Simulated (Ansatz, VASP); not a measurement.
# Two plane-wave programs on TlBiO4

```
CELL_PARAMETERS angstrom
1.93589 1.11768 6.13579
-1.93589 1.11768 6.13579
0.00000 -2.23537 6.13579
ATOMIC_POSITIONS crystal
Tl 0.50000 0.50000 0.50000
Bi 0.00000 0.00000 0.00000
O 0.36529 0.36529 0.36529
O 0.88146 0.88146 0.88146
O 0.11854 0.11854 0.11854
O 0.63471 0.63471 0.63471
```

Change from the starting cell: species swapped into the CoSi4Ni type (R-3m, No. 166).

Alike in both runs: functional PBE; k mesh 12 × 12 × 12; occupations gaussian, width 0.1 eV; no spin polarisation.

Ansatz relaxed the structure, and its values are those at the end. VASP's run is a single point on that final structure, the one shown.

|  | VASP | Ansatz |
| --- | --- | --- |
| version | VASP 6.6.1 | Ansatz 0.2.0 |
| potentials or method | VASP PAW PBE potentials, release 64 (Tl_d, Bi_d, O), cutoff 520 eV | scalar-relativistic, plane waves, PAW |
| valence electrons in the cell | 52 | 52 |

```tsv
	VASP	Ansatz	Ansatz less VASP
gap on the k mesh at the Fermi level (eV)	none	none	-
pressure (GPa)	0.3	0.0	-0.27
rms of the force components (eV/Å)	0.011	0.000	-0.0104
```

A gap of «none» marks a metal or a gap that the smearing closes.

Spin-orbit coupling is off throughout.
